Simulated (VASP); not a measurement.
A run of VASP 6.6.1 is set up as follows.

The input INCAR:

```
SYSTEM = Al
  PREC = Accurate
  ENCUT = 520
  EDIFF = 1E-6
  ISMEAR = 0
  SIGMA = 0.1
  LREAL = Auto
  LASPH = .TRUE.
  NELM = 80
  ALGO = Normal
  ISIF = 2
  LWAVE = .FALSE.
  LCHARG = .FALSE.
  GGA = CA
  NBANDS = 72
```

Contents of KPOINTS:

```
regular mesh
0
G
  3 3 3
  0 0 0
```

File POSCAR:

```
Al
1.0
    8.1000000000      0.0000000000      0.0000000000
    0.0000000000      8.1000000000      0.0000000000
    0.0000000000      0.0000000000      8.1000000000
Al
33
Direct
    0.5013011111      0.0001824691      0.0006090123
    0.7476711111      0.2509251852     -0.0065040741
    0.7578825926      0.0163448148      0.2507876543
   -0.0030583951      0.0041567901     -0.0030788889
    0.2513040741      0.2494837037     -0.0126383951
    0.5002043210      0.5014367901      0.0020830864
    0.7573016049      0.7498814815     -0.0188737037
    0.2430149383      0.0463646914      0.2426596296
    0.5098383951      0.2491977778      0.2496288889
    0.7572440741      0.4856112346      0.2507419753
    0.4916585185     -0.0089648148      0.4916955556
    0.7456134568      0.2508577778      0.5015851852
    0.7450783951      0.0053545679      0.7449188889
   -0.0023734568      0.4966485185     -0.0023817284
    0.2452988889      0.7511493827     -0.0266535802
   -0.0126100000      0.2494735802      0.2512961728
    0.2427743210      0.4469506173      0.2423976543
    0.5813259259      0.7523230864      0.2368843210
    0.0009301235     -0.0000782716      0.5010844444
    0.2496851852      0.2492133333      0.5095713580
    0.4911746914      0.5089951852      0.4911814815
    0.7544214815      0.7500454321      0.5098571605
    0.2508293827      0.0167295062      0.7580601235
    0.5018074074      0.2508632099      0.7453660494
    0.7450471605      0.4956059259      0.7448853086
   -0.0272650617      0.7511697531      0.2449370370
    0.0024396296      0.5017390123      0.4999593827
    0.2370541975      0.7523553086      0.5829725926
   -0.0064743210      0.2509466667      0.7474613580
    0.2507879012      0.4852779012      0.7574025926
    0.5103261728      0.7500358025      0.7545634568
   -0.0193929630      0.7498632099      0.7576066667
    0.2883866667      0.7451170370      0.2899603704
```

Potentials or basis: VASP PAW LDA potentials, release 64 (Al).

The run is started by

```console
$ cat potpaw_LDA.64/Al/POTCAR > POTCAR
$ mpirun -np 1 vasp_std > vasp.out
```

(1) What does it give for the band gap on the k mesh?

(2) What does it give for the largest force?

(3) What does it give for the pressure?

Answers

(1) zero (an odd number of electrons rules out a gap without spin polarisation).

(2) 0.171 eV/Å.

(3) 1.3 GPa.
